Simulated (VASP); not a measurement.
**AgH16O8F: single point with PBE+D3(BJ)**

The system is AgH16O8F.

```
CELL_PARAMETERS angstrom
6.83310 0.00000 0.00000
0.00000 6.83310 0.00000
0.00000 0.00000 6.83310
ATOMIC_POSITIONS crystal
O 0.85547 0.51916 0.48212
O 0.56671 0.79239 0.60337
O 0.18738 0.40651 0.92165
O 0.20550 0.99110 0.34668
O 0.53421 0.10461 0.87053
O 0.71569 0.24263 0.18075
O 0.01061 0.17601 0.65045
O 0.88671 0.89882 0.88851
H 0.75259 0.53323 0.39055
H 0.95664 0.59019 0.40629
H 0.68303 0.71710 0.55555
H 0.46219 0.70017 0.63163
H 0.14392 0.31928 0.81872
H 0.08956 0.50792 0.96643
H 0.13760 0.04613 0.46395
H 0.14870 0.86933 0.27523
H 0.55108 0.04970 0.73871
H 0.44450 0.21384 0.85935
H 0.68692 0.20740 0.05326
H 0.80494 0.35180 0.15429
H 0.94227 0.10874 0.75279
H 0.93767 0.25592 0.55152
H 0.76667 0.86219 0.94849
H 0.97765 0.82231 0.96156
Ag 0.24351 0.20739 0.16275
F 0.01829 0.67530 0.18081
```

```
Program             : VASP 6.6.1
Task                : single point
Functional          : PBE
Dispersion          : D3(BJ)
Potentials or basis : VASP PAW PBE potentials, release 64 (O, H, Ag, F)
Cutoff              : 520 eV
k mesh              : 1 × 1 × 1
Occupations         : fermi-dirac, width 0.05 eV
Spin                : no spin polarisation
```

```yaml
Pressure: 1.3 GPa
Largest_force: 3.496 eV/Å
Band_gap_on_the_k_mesh: 3.55 eV
Dispersion_energy_per_atom: -0.038 eV
```

Forces in eV/Å, atoms in the order of the input:
```
O    0.930  0.068  1.051
O    0.388  0.003 -0.315
O    0.759  1.172  1.395
O    0.114 -1.992  0.585
O   -0.047  0.090 -0.261
O    1.131  1.633  2.725
O    1.808  1.264 -1.950
O    0.254  0.820 -1.168
H   -1.362 -0.444 -1.067
H    0.327  0.053 -0.324
H   -0.658  0.303  0.753
H    0.182 -0.048 -0.082
H   -1.270 -0.220 -1.130
H    0.604 -0.657 -0.095
H   -0.462 -0.831 -0.013
H   -0.318  0.797  1.091
H   -0.082 -0.409 -0.001
H   -0.053  0.219 -0.260
H   -1.037 -1.535 -2.965
H    0.080 -0.033  0.522
H   -1.347 -1.105  0.542
H   -0.272 -0.188  1.228
H   -1.177  0.017  0.298
H    1.021 -0.684  1.024
Ag  -0.143  1.572 -1.359
F    0.630  0.135 -0.223
```

Stress tensor (GPa, compression positive):
```
 1.30  0.65  0.62
 0.65  0.03 -1.50
 0.62 -1.50  2.43
```

Levels at points of the mesh, in eV from the valence-band top:
```tsv
k point	band 38	band 39	band 40	band 41	band 42	band 43	band 44	band 45
(0.00, 0.00, 0.00)	-0.71	-0.45	-0.23	0.00	3.55	6.18	6.45	6.96
```

Wall time 27 s on 1 thread of Intel(R) Xeon(R) 6975P-C (Granite Rapids) (shared host), peak memory 0.37 GiB.

Caveat: the k points lie up to 0.92 Å⁻¹ apart.
